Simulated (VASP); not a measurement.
# BP2 (P4_222) in VASP: single point with PBE

Aim: the single point of BP2 with PBE.

Everything below comes from runs of VASP 6.6.1. Logs are shortened: lines on timing, memory, paths and dates and some standing lists are left out, and cuts for length are marked.

### 1 The cell of the first run

The structure is tetragonal, space group P4_222 (No. 93). The conventional cell has a = 4.382 Å, b = 4.382 Å, c = 4.550 Å, α = 90.00°, β = 90.00°, γ = 90.00°. Within 2.6 Å of B (site symmetry 222) lie 4 P at 1.98 Å. Within 2.6 Å of P (site symmetry 2) lie 2 B at 1.98 Å and 1 P at 2.18 Å.

The cell was generated, and may not be a known phase.

### 2 Single point, PBE

Contents of INCAR:

```
SYSTEM = BP2
ALGO = Normal
EDIFF = 1E-7
ENCUT = 520
GGA = PE
ISIF = 2
ISMEAR = 0
LASPH = .True.
LCHARG = .True.
LELF = .True.
LREAL = .False.
LVHAR = .True.
LWAVE = .False.
NBANDS = 22
NELM = 60
PREC = Accurate
SIGMA = 0.1
```

Contents of KPOINTS:

```
k-points
0
Gamma
  10 10 8
  0 0 0
```

Contents of POSCAR:

```
BP2
1.0
    4.3819418702      0.0000000000      0.0000000000
    0.0000000000      4.3819418702      0.0000000000
    0.0000000000      0.0000000000      4.5497356903
B P
2 4
Direct
    0.5000000000      0.0000000000      0.0000000000
    0.0000000000      0.5000000000      0.5000000000
    0.1761284383      0.1761284383      0.2500000000
    0.8238715617      0.8238715617      0.2500000000
    0.8238715617      0.1761284383      0.7500000000
    0.1761284383      0.8238715617      0.7500000000
```

Potentials or basis: VASP PAW PBE potentials, release 64 (B, P).

Launch:

```sh
> cat potpaw_PBE.64/B/POTCAR potpaw_PBE.64/P/POTCAR > POTCAR
> mpirun -np 1 vasp_std > vasp.out
```

OUTCAR:

```text
SYSTEM = BP2
   EDIFF = 1E-7
   ENCUT = 520
   GGA = PE
   ISIF = 2
   ISMEAR = 0
   LASPH = .True.
   LREAL = .False.
   NELM = 60
   PREC = Accurate

 ion  position               nearest neighbor table
   1  0.500  0.000  0.000-   3 1.98   4 1.98   5 1.98   6 1.98
   2  0.000  0.500  0.500-   3 1.98   4 1.98   5 1.98   6 1.98
   3  0.176  0.176  0.250-   1 1.98   2 1.98   4 2.18   5 2.75   6 2.75   5 2.75   6 2.75
   4  0.824  0.824  0.250-   1 1.98   2 1.98   3 2.18   5 2.75   6 2.75   5 2.75   6 2.75
   5  0.824  0.176  0.750-   1 1.98   2 1.98   6 2.18   4 2.75   3 2.75   3 2.75   4 2.75
   6  0.176  0.824  0.750-   1 1.98   2 1.98   5 2.18   4 2.75   3 2.75   3 2.75   4 2.75

  LATTYP: Found a simple tetragonal cell.
 ALAT       =     4.3819418702
 C/A-ratio  =     1.0382921146

  Lattice vectors:

 A1 = (   4.3819418702,   0.0000000000,   0.0000000000)
 A2 = (   0.0000000000,   4.3819418702,   0.0000000000)
 A3 = (   0.0000000000,   0.0000000000,   4.5497356903)

Analysis of symmetry for initial positions (statically):
=====================================================================
 Subroutine PRICEL returns:
 Original cell was already a primitive cell.

 Routine SETGRP: Setting up the symmetry group for a
 simple tetragonal supercell.

 Subroutine GETGRP returns: Found  8 space group operations
 (whereof  4 operations were pure point group operations)
 out of a pool of 16 trial point group operations.

The static configuration has the point symmetry D_2 .
 The point group associated with its full space group is D_4 .

Analysis of symmetry for dynamics (positions and initial velocities):
=====================================================================
 Subroutine PRICEL returns:
 Original cell was already a primitive cell.

 Routine SETGRP: Setting up the symmetry group for a
 simple tetragonal supercell.

 Subroutine GETGRP returns: Found  8 space group operations
 (whereof  4 operations were pure point group operations)
 out of a pool of 16 trial point group operations.

The dynamic configuration has the point symmetry D_2 .
 The point group associated with its full space group is D_4 .

 Subroutine INISYM returns: Found  8 space group operations
 (whereof  4 operations are pure point group operations),
 and found     1 'primitive' translations

----------------------------------------------------------------------------------------

[... 97 lines left out ...]
   LASPH  =      T    aspherical Exc in radial PAW
   ENCUT  =  520.0 eV  38.22 Ry    6.18 a.u.   8.15  8.15  8.46*2*pi/ulx,y,z
   NELM   =     60;   NELMIN=  2; NELMDL= -5     # of ELM steps
   EDIFF  = 0.1E-06   stopping-criterion for ELM
   LREAL  =      F    real-space projection
   EDIFFG = 0.1E-05   stopping-criterion for IOM
   NSW    =      0    number of steps for IOM
   IBRION =     -1    ionic relax: 0-MD 1-quasi-New 2-CG
   NFREE  =      0    steps in history (QN), initial steepest desc. (CG)
   ISIF   =      2    stress and relaxation
   ISYM   =      2    0-nonsym 1-usesym 2-fastsym
   POTIM  = 0.5000    time-step for ionic-motion
   TEBEG  =    0.0;   TEEND  =   0.0 temperature during run
   PSTRESS=    0.0 pullay stress
   NELECT =      26.0000    total number of electrons
   NUPDOWN=      -1.0000    fix difference up-down
   EMIN   =  10.00;   EMAX   =-10.00  energy-range for DOS
   EFERMI =   0.00;   METHOD = LEGACY
   ISMEAR =     0;   SIGMA  =   0.10  broadening in eV -4-tet -1-fermi 0-gaus
   EFERMI_NEDOS =   21; number of points for ismear=-14 and -15
   IALGO  =     38    algorithm
   IMIX   =      4    mixing-type and parameters
     AMIX     =   0.40;   BMIX     =  1.00
     AMIX_MAG =   1.60;   BMIX_MAG =  1.00
  volume/ion in A,a.u.               =      14.56        98.26
  Fermi-wavevector in a.u.,A,eV,Ry     =   1.093015  2.065499 16.254635  1.194682
  Thomas-Fermi vector in A             =   2.229292
   LORBIT       =      0    0 simple, 1 ext, 2 COOP (PROOUT), +10 PAW based schemes
   GGA     = PE    functional components
   LHFCALC =     F    Hartree Fock is set to
   AEXX    =    0.0000 exact exchange contribution
   IVDW    =     0    specifies the selected vdW correction
   LEPSILON=     F    determine dielectric tensor
   LRPA    =     F    only Hartree local field effects (RPA)
 non-spin polarized calculation
 Gauss-broadening in eV      SIGMA  =   0.10
  energy-cutoff  :      520.00
  volume of cell :       87.36
 maximum number of plane-waves:      2416
 NGX is ok and might be reduce to    36
   NGX = 17   NGY = 17   NGZ = 17

 number of electron      25.9999996 magnetization

 Free energy of the ion-electron system (eV)
  ---------------------------------------------------
  ext. energy  EPLUGINS =         0.00000000
  ---------------------------------------------------
  free energy    TOTEN  =       -32.55012921 eV

  energy without entropy =      -32.54132591  energy(sigma->0) =      -32.54572756

 E-fermi :   7.3940     XC(G=0): -10.2678

 val. band max:        7.3918818610   @ k =   0.1000   0.1000   0.5000
 cond. band min:       7.4068458999   @ k =   0.1000   0.0000   0.2500
 fundamental gap:      0.0149640389
 Fermi energy:         7.3940103144

 k-point     1 :       0.0000    0.0000    0.0000
  band No.  band energies     occupation
      1      -9.2697      2.00000
      2      -3.9820      2.00000
      3      -3.1744      2.00000
      4      -2.8985      2.00000
      5      -2.8985      2.00000
      6      -0.1941      2.00000
[... 589 lines left out ...]
     21      11.9436      0.00000
     22      13.2090      0.00000

 [... further k-points ...]
[... 5 lines left out ...]
  --------------------------------------------------------------------------------------
  -------------------------------------------------------------------------------------
  Total       -0.1502187     -0.1502187     -0.1028750      0.0000000      0.0000000      0.0000000
  in kB       -2.7549594     -2.7549594     -1.8866915      0.0000000      0.0000000      0.0000000
  external PRESSURE =      -2.4655368 kB  Pullay stress =       0.0000000 kB

 VOLUME and BASIS-vectors are now :
 -----------------------------------------------------------------------------
  energy-cutoff  :      520.00
  volume of cell :       87.36
      direct lattice vectors                 reciprocal lattice vectors
     4.381941870  0.000000000  0.000000000     0.228209326  0.000000000  0.000000000
     0.000000000  4.381941870  0.000000000     0.000000000  0.228209326  0.000000000
     0.000000000  0.000000000  4.549735690     0.000000000  0.000000000  0.219792988

 POSITION                                       TOTAL-FORCE (eV/Angst)
 -----------------------------------------------------------------------------------
      2.19097      0.00000      0.00000        -0.000000      0.000000      0.000000
      0.00000      2.19097      2.27487        -0.000000      0.000000      0.000000
      0.77178      0.77178      1.13743        -0.027035     -0.027035      0.000000
      3.61016      3.61016      1.13743         0.027035      0.027035      0.000000
      3.61016      0.77178      3.41230         0.027035     -0.027035     -0.000000
      0.77178      3.61016      3.41230        -0.027035      0.027035     -0.000000
 -----------------------------------------------------------------------------------
    total drift:                               -0.000000      0.000000     -0.000000

  FREE ENERGIE OF THE ION-ELECTRON SYSTEM (eV)
  ---------------------------------------------------
  free  energy   TOTEN  =       -32.5501292079 eV

  energy  without entropy=      -32.5413259093  energy(sigma->0) =      -32.54572756
```

Run time: 2.1 min. Hardware: 1 thread of Intel Xeon Platinum 8559C (Emerald Rapids), shared host; peak memory 0.3 GiB.

Results:

```yaml
Free_energy: -32.5501 eV
Pressure: -0.2 GPa
Largest_force: 0.038 eV/Å
Band_gap_on_the_k_mesh: zero (bands 13 and 14 overlap by 0.82 eV)
```

Forces in eV/Å, atoms in the order of the input:
```
B    0.000  0.000  0.000
B    0.000  0.000  0.000
P   -0.027 -0.027  0.000
P    0.027  0.027  0.000
P    0.027 -0.027  0.000
P   -0.027  0.027  0.000
```

Stress tensor (GPa, compression positive):
```
-0.28  0.00  0.00
 0.00 -0.28  0.00
 0.00  0.00 -0.19
```

Levels at points of the mesh, in eV from the Fermi level:
```tsv
k point	band 11	band 12	band 13	band 14	band 15	band 16
(0.00, 0.00, 0.00)	-3.90	-1.32	-1.32	-0.14	1.02	1.02
(0.50, 0.00, 0.00)	-3.01	-2.68	-2.00	-0.07	0.95	1.17
(0.50, 0.50, 0.00)	-3.82	-2.86	-2.10	1.40	2.47	2.94
(0.00, 0.00, 0.50)	-1.94	-1.77	-1.77	0.19	0.83	2.12
(0.50, 0.00, 0.50)	-3.26	-1.84	-0.40	-0.34	1.05	2.05
(0.50, 0.50, 0.50)	-1.42	0.49	0.49	1.64	1.81	2.31
```
